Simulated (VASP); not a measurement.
# GaAs (F-43m) in VASP: single point with PBE0

Aim: the single point of GaAs with PBE0.

Program: VASP 6.6.1. These are calculated values, not measurements. Logs are shortened: lines on timing, memory, paths and dates and some standing lists are left out, and cuts for length are marked.

**1. The cell of the first run**

Symmetry: F-43m, No. 216, cubic system. Conventional cell: a = 5.627 Å, b = 5.627 Å, c = 5.627 Å, α = 90.00°, β = 90.00°, γ = 90.00°. Ga (site symmetry -43m) has 4 As at 2.44 Å within 3.2 Å. As (site symmetry -43m) has 4 Ga at 2.44 Å within 3.2 Å.

**2. Single point, PBE0**

POSCAR reads:

```
GaAs
1.0
    0.0000000000      2.8135433318      2.8135433318
    2.8135433318      0.0000000000      2.8135433318
    2.8135433318      2.8135433318      0.0000000000
Ga As
1 1
Direct
    0.0000000000      0.0000000000      0.0000000000
    0.2500000000      0.2500000000      0.2500000000
```

INCAR.step1 reads:

```
SYSTEM = GaAs
PREC = Accurate
ENCUT = 520
EDIFF = 1E-5
ISMEAR = 0
SIGMA = 0.05
LREAL = .False.
LASPH = .True.
NELM = 80
ALGO = Normal
ISIF = 2
LWAVE = .True.
LCHARG = .False.
NBANDS = 16
GGA = PE
```

INCAR.step2 reads:

```
SYSTEM = GaAs
PREC = Accurate
ENCUT = 520
EDIFF = 1E-6
ISMEAR = 0
SIGMA = 0.05
LREAL = .False.
LASPH = .True.
NELM = 80
ALGO = Normal
ISIF = 2
LWAVE = .False.
LCHARG = .False.
GGA = PE
LHFCALC = .True.
AEXX = 0.25
PRECFOCK = Normal
NBANDS = 16
ISTART = 1
```

KPOINTS reads:

```
Automatic mesh
0
Gamma
  6 6 6
  0 0 0
```

Potentials or basis: VASP PAW PBE potentials, release 64 (Ga_d, As).

Started as:

```sh
$ cat potpaw_PBE.64/Ga_d/POTCAR potpaw_PBE.64/As/POTCAR > POTCAR
$ cp INCAR.step1 INCAR
$ mpirun -np 1 vasp_std > vasp.out
$ cp INCAR.step2 INCAR
$ mpirun -np 1 vasp_std > vasp.out
```

OUTCAR:

```text
SYSTEM = GaAs
   PREC = Accurate
   ENCUT = 520
   EDIFF = 1E-6
   ISMEAR = 0
   LREAL = .False.
   LASPH = .True.
   NELM = 80
   ISIF = 2
   GGA = PE
   LHFCALC = .True.
   AEXX = 0.25
   PRECFOCK = Normal
   ISTART = 1

 ion  position               nearest neighbor table
   1  0.000  0.000  0.000-   2 2.44   2 2.44   2 2.44   2 2.44
   2  0.250  0.250  0.250-   1 2.44   1 2.44   1 2.44   1 2.44

  LATTYP: Found a face centered cubic cell.
 ALAT       =     5.6270866636

  Lattice vectors:

 A1 = (   0.0000000000,   2.8135433318,   2.8135433318)
 A2 = (   2.8135433318,   0.0000000000,   2.8135433318)
 A3 = (   2.8135433318,   2.8135433318,   0.0000000000)

Analysis of symmetry for initial positions (statically):
=====================================================================
 Subroutine PRICEL returns:
 Original cell was already a primitive cell.

 Routine SETGRP: Setting up the symmetry group for a
 face centered cubic supercell.

 Subroutine GETGRP returns: Found 24 space group operations
 (whereof 24 operations were pure point group operations)
 out of a pool of 48 trial point group operations.

The static configuration has the point symmetry T_d .

Analysis of symmetry for dynamics (positions and initial velocities):
=====================================================================
 Subroutine PRICEL returns:
 Original cell was already a primitive cell.

 Routine SETGRP: Setting up the symmetry group for a
 face centered cubic supercell.

 Subroutine GETGRP returns: Found 24 space group operations
 (whereof 24 operations were pure point group operations)
 out of a pool of 48 trial point group operations.

The dynamic configuration has the point symmetry T_d .

 Subroutine INISYM returns: Found 24 space group operations
 (whereof 24 operations are pure point group operations),
 and found     1 'primitive' translations

----------------------------------------------------------------------------------------

                                     Primitive cell

  volume of cell :      44.5442

  direct lattice vectors                    reciprocal lattice vectors
     0.000000000  2.813543332  2.813543332    -0.177711853  0.177711853  0.177711853
     2.813543332  0.000000000  2.813543332     0.177711853 -0.177711853  0.177711853
     2.813543332  2.813543332  0.000000000     0.177711853  0.177711853 -0.177711853

  length of vectors
     3.978951138  3.978951138  3.978951138     0.307805959  0.307805959  0.307805959

  position of ions in fractional coordinates (direct lattice)
     0.000000000  0.000000000  0.000000000
     0.250000000  0.250000000  0.250000000

  ion indices of the primitive-cell ions
   primitive index   ion index
                 1           1
                 2           2

----------------------------------------------------------------------------------------

 KPOINTS: Automatic mesh

Automatic generation of k-mesh.
 Grid dimensions read from file:
 generate k-points for:    6    6    6

 Generating k-lattice:

  Cartesian coordinates                     Fractional coordinates (reciprocal lattice)
    -0.029618642  0.029618642  0.029618642     0.166666667  0.000000000  0.000000000
     0.029618642 -0.029618642  0.029618642     0.000000000  0.166666667  0.000000000
     0.029618642  0.029618642 -0.029618642     0.000000000  0.000000000  0.166666667

  Length of vectors
     0.051300993  0.051300993  0.051300993

  Shift w.r.t. Gamma in fractional coordinates (k-lattice)
     0.000000000  0.000000000  0.000000000

 Subroutine IBZKPT returns following result:
 ===========================================

 Found     16 irreducible k-points:

 Following reciprocal coordinates:
            Coordinates               Weight
  0.000000  0.000000  0.000000      1.000000
  0.166667  0.000000  0.000000      8.000000
  0.333333  0.000000  0.000000      8.000000
  0.500000  0.000000  0.000000      4.000000
  0.166667  0.166667  0.000000      6.000000
  0.333333  0.166667  0.000000     24.000000
[... 8 lines left out ...]
 -0.333333  0.333333  0.166667     24.000000
 -0.333333  0.500000  0.166667     12.000000
   k-points           NKPTS =     16   k-points in BZ     NKDIM =    216   number of bands    NBANDS=     16
   number of dos      NEDOS =    301   number of ions     NIONS =      2
   total plane-waves  NPLWV =  27000
   dimension x,y,z NGX =    30 NGY =   30 NGZ =   30
   dimension x,y,z NGXF=    60 NGYF=   60 NGZF=   60
   ions per type =               1   1
   NGX,Y,Z   is equivalent  to a cutoff of  12.53, 12.53, 12.53 a.u.
   NGXF,Y,Z  is equivalent  to a cutoff of  25.07, 25.07, 25.07 a.u.
 SYSTEM =  GaAs
   PREC   = accura    normal or accurate (medium, high low for compatibility)
   ISTART =      1    job   : 0-new  1-cont  2-samecut
   ICHARG =      0    charge: 1-file 2-atom 10-const
   ISPIN  =      1    spin polarized calculation?
   LNONCOLLINEAR =      F non collinear calculations
   LSORBIT =      F    spin-orbit coupling
   LASPH  =      T    aspherical Exc in radial PAW
   ENCUT  =  520.0 eV  38.22 Ry    6.18 a.u.   7.40  7.40  7.40*2*pi/ulx,y,z
   NELM   =     80;   NELMIN=  2; NELMDL=  0     # of ELM steps
   EDIFF  = 0.1E-05   stopping-criterion for ELM
   LREAL  =      F    real-space projection
   EDIFFG = 0.1E-04   stopping-criterion for IOM
   NSW    =      0    number of steps for IOM
   IBRION =     -1    ionic relax: 0-MD 1-quasi-New 2-CG
   NFREE  =      0    steps in history (QN), initial steepest desc. (CG)
   ISIF   =      2    stress and relaxation
   ISYM   =      3    0-nonsym 1-usesym 2-fastsym
   POTIM  = 0.5000    time-step for ionic-motion
   TEBEG  =    0.0;   TEEND  =   0.0 temperature during run
   PSTRESS=    0.0 pullay stress
   NELECT =      18.0000    total number of electrons
   NUPDOWN=      -1.0000    fix difference up-down
   EMIN   =  10.00;   EMAX   =-10.00  energy-range for DOS
   EFERMI =   0.00;   METHOD = LEGACY
   ISMEAR =     0;   SIGMA  =   0.05  broadening in eV -4-tet -1-fermi 0-gaus
   EFERMI_NEDOS =   21; number of points for ismear=-14 and -15
   IALGO  =     38    algorithm
   IMIX   =      1    mixing-type and parameters
     AMIX     =   0.40;   BMIX     =  1.00
     AMIX_MAG =   1.60;   BMIX_MAG =  1.00
  volume/ion in A,a.u.               =      22.27       150.30
  Fermi-wavevector in a.u.,A,eV,Ry     =   1.210325  2.287183 19.930997  1.464887
  Thomas-Fermi vector in A             =   2.345875
   LORBIT       =      0    0 simple, 1 ext, 2 COOP (PROOUT), +10 PAW based schemes
   GGA     = PE    functional components
   LHFCALC =     T    Hartree Fock is set to
   PRECFOCK=normal    Normal, Fast or Accurate (Low or Medium for compatibility)
   ENCUT4O =  -1.0   cutoff for four orbital integrals eV
   NKREDX  =     1    reduce k-point grid by
   NKREDY  =     1    reduce k-point grid by
   NKREDZ  =     1    reduce k-point grid by
   AEXX    =    0.2500 exact exchange contribution
   HFSCREEN=    0.0000 screening length (either q_TF or 0.3 A-1)
   HFSCREENC=   0.0000 screening length for correlation (either q_TF or 0.3 A-1)
   ENCUTFOCK=  -1.0 apply spherical cutoff to Coloumb kernel
   IVDW    =     0    specifies the selected vdW correction
   LEPSILON=     F    determine dielectric tensor
   LRPA    =     F    only Hartree local field effects (RPA)
 non-spin polarized calculation
 Gauss-broadening in eV      SIGMA  =   0.05
  energy-cutoff  :      520.00
  volume of cell :       44.54
 maximum number of plane-waves:      1243
 NGX is ok and might be reduce to    30
  NGX = 24; NGY = 24; NGZ = 24

 number of electron      18.0000006 magnetization

 Free energy of the ion-electron system (eV)
  ---------------------------------------------------
  ext. energy  EPLUGINS =         0.00000000
  ---------------------------------------------------
  free energy    TOTEN  =       -10.72289773 eV

  energy without entropy =      -10.72289773  energy(sigma->0) =      -10.72289773

 E-fermi :   3.5658     XC(G=0):  -7.6311

 val. band max:        3.3052901052   @ k =   0.0000   0.0000   0.0000
 cond. band min:       5.4743353726   @ k =   0.0000   0.0000   0.0000
 fundamental gap:      2.1690452674
 Fermi energy:         3.5657560344

 k-point     1 :       0.0000    0.0000    0.0000
  band No.  band energies     occupation
      1     -14.1579      2.00000
      2     -14.1579      2.00000
      3     -14.1579      2.00000
      4     -14.0735      2.00000
      5     -14.0735      2.00000
      6     -10.8671      2.00000
[... 8 lines left out ...]
     15      15.1667      0.00000
     16      15.1667      0.00000

 k-point     2 :       0.1667    0.0000    0.0000
  band No.  band energies     occupation
      1     -14.1729      2.00000
      2     -14.1523      2.00000
      3     -14.1523      2.00000
      4     -14.0738      2.00000
      5     -14.0738      2.00000
      6     -10.5156      2.00000
[... 8 lines left out ...]
     15      13.9978      0.00000
     16      14.0246      0.00000

 k-point     3 :       0.3333    0.0000    0.0000
  band No.  band energies     occupation
      1     -14.2014      2.00000
      2     -14.1426      2.00000
      3     -14.1426      2.00000
      4     -14.0727      2.00000
      5     -14.0727      2.00000
      6      -9.5942      2.00000
[... 8 lines left out ...]
     15      14.7171      0.00000
     16      14.7171      0.00000

 k-point     4 :       0.5000    0.0000    0.0000
  band No.  band energies     occupation
      1     -14.2149      2.00000
      2     -14.1388      2.00000
      3     -14.1388      2.00000
      4     -14.0710      2.00000
      5     -14.0710      2.00000
      6      -8.8962      2.00000
[... 8 lines left out ...]
     15      17.1477      0.00000
     16      17.1477      0.00000
[... 172 lines left out ...]
 k-point    14 :       0.5000    0.3333    0.1667
  band No.  band energies     occupation
      1     -14.2221      2.00000
      2     -14.1318      2.00000
      3     -14.1253      2.00000
      4     -14.0836      2.00000
      5     -14.0686      2.00000
      6      -8.8461      2.00000
[... 8 lines left out ...]
     15      16.3977      0.00000
     16      18.4873      0.00000

 k-point    15 :      -0.3333    0.3333    0.1667
  band No.  band energies     occupation
      1     -14.2277      2.00000
      2     -14.1312      2.00000
      3     -14.1204      2.00000
      4     -14.0818      2.00000
      5     -14.0707      2.00000
      6      -8.2707      2.00000
[... 8 lines left out ...]
     15      17.4532      0.00000
     16      18.1083      0.00000

 k-point    16 :      -0.3333    0.5000    0.1667
  band No.  band energies     occupation
      1     -14.2364      2.00000
      2     -14.1239      2.00000
      3     -14.1140      2.00000
      4     -14.0885      2.00000
      5     -14.0674      2.00000
      6      -8.0039      2.00000
[... 8 lines left out ...]
     15      17.5924      0.00000
     16      18.6422      0.00000

------------------------ aborting loop because EDIFF is reached ----------------------------------------

  FORCE on cell =-STRESS in cart. coord.  units (eV):
  Direction    XX          YY          ZZ          XY          YZ          ZX
  --------------------------------------------------------------------------------------
  -------------------------------------------------------------------------------------
  Total        0.5271857      0.5271857      0.5271857     -0.0000000      0.0000000     -0.0000000
  in kB       18.9619684     18.9619684     18.9619684     -0.0000000      0.0000000     -0.0000000
  external PRESSURE =      18.9619684 kB  Pullay stress =       0.0000000 kB

 VOLUME and BASIS-vectors are now :
 -----------------------------------------------------------------------------
  energy-cutoff  :      520.00
  volume of cell :       44.54
      direct lattice vectors                 reciprocal lattice vectors
     0.000000000  2.813543332  2.813543332    -0.177711853  0.177711853  0.177711853
     2.813543332  0.000000000  2.813543332     0.177711853 -0.177711853  0.177711853
     2.813543332  2.813543332  0.000000000     0.177711853  0.177711853 -0.177711853

 POSITION                                       TOTAL-FORCE (eV/Angst)
 -----------------------------------------------------------------------------------
      0.00000      0.00000      0.00000        -0.000000      0.000000      0.000000
      1.40677      1.40677      1.40677         0.000000     -0.000000     -0.000000
 -----------------------------------------------------------------------------------
    total drift:                               -0.000044     -0.000040     -0.000031

  FREE ENERGIE OF THE ION-ELECTRON SYSTEM (eV)
  ---------------------------------------------------
  free  energy   TOTEN  =       -10.7228977291 eV

  energy  without entropy=      -10.7228977291  energy(sigma->0) =      -10.72289773
```

Run time: 47 min. Hardware: 1 thread of Intel Xeon Platinum 8488C (Sapphire Rapids), shared host; peak memory 0.2 GiB.

Results:

```
Free energy            : -10.7229 eV
Pressure               : 1.9 GPa
Band gap on the k mesh : 2.17 eV
```

Levels at points of the mesh, in eV from the valence-band top:
| k point | band 5 | band 6 | band 7 | band 8 | band 9 | band 10 | band 11 | band 12 | band 13 | band 14 |
| --- | --- | --- | --- | --- | --- | --- | --- | --- | --- | --- |
| (0.00, 0.00, 0.00) | -17.38 | -14.17 | 0.00 | 0.00 | 0.00 | 2.17 | 5.23 | 5.23 | 5.23 | 9.30 |
| (0.50, 0.00, 0.00) | -17.38 | -12.20 | -7.39 | -1.27 | -1.27 | 2.46 | 6.17 | 6.17 | 9.35 | 12.41 |
| (0.50, 0.50, 0.00) | -17.37 | -11.36 | -7.55 | -3.00 | -3.00 | 2.71 | 3.00 | 12.37 | 12.37 | 13.10 |

Caveat: the PAW data sets were made with another functional, which shifts forces and pressure a little. A k mesh can miss the band edges.
